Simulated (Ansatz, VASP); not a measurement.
## One calculation of LiCl, two programs

Contents of INCAR:

```
PREC = Accurate
ENCUT = 520
EDIFF = 1E-6
ISMEAR = 0
SIGMA = 0.05
LREAL = F
LASPH = T
NELM = 60
ALGO = Normal
ISIF = 2
LWAVE = F
LCHARG = F
GGA = PE
NBANDS = 12
```

The input KPOINTS:

```
Automatic mesh
0
Gamma
  8 8 8
```

POSCAR

```
LiCl
1.0
    0.0000000000      2.4621696000      2.7699408000
    2.4621696000      0.0000000000      2.7699408000
    2.4621696000      2.4621696000      0.0000000000
Li Cl
1 1
Direct
    0.0000000000      0.0000000000      0.0000000000
    0.5000000000      0.5000000000      0.5000000000
```

Input for Ansatz:

```yaml
crystal:
  lattice:
    - [0.0, 2.4621696, 2.7699408]
    - [2.4621696, 0.0, 2.7699408]
    - [2.4621696, 2.4621696, 0.0]
  atoms:
    - { symbol: Li, position: [0.0, 0.0, 0.0] }
    - { symbol: Cl, position: [0.5, 0.5, 0.5] }
basis:
  ecutwfc: 420
kpoints:
  mp_grid: { grid: [8, 8, 8] }
hamiltonian:
  xc: pbe
scf:
  occupations: { method: gaussian, width: 0.05 }
output:
  forces: true
  stress: true
  eigenvalues: true
```

Change from the starting cell: strain -0.040 along x and y, +0.080 along z, atoms carried along.

Alike in both runs: task single point; functional PBE; k mesh 8 × 8 × 8; occupations gaussian, width 0.05 eV; no spin polarisation.

```csv
,VASP,Ansatz
version,VASP 6.6.1,Ansatz 0.2.0
potentials or method,"VASP PAW PBE potentials, release 64 (Li_sv, Cl), cutoff 520 eV","scalar-relativistic, plane waves, PAW"
valence electrons in the cell,10,10
```

|  | VASP | Ansatz | Ansatz less VASP |
| --- | --- | --- | --- |
| gap on the k mesh at the Fermi level (eV) | 6.26 | 6.25 | -0.012 |
| least direct gap on the mesh (eV) | 6.26 | 6.25 | -0.012 |

The functional is the same, so the differences come from potentials, cutoffs and numerics.

Noted on VASP's run: the cutoff is short for stress, so the pressure is rough.
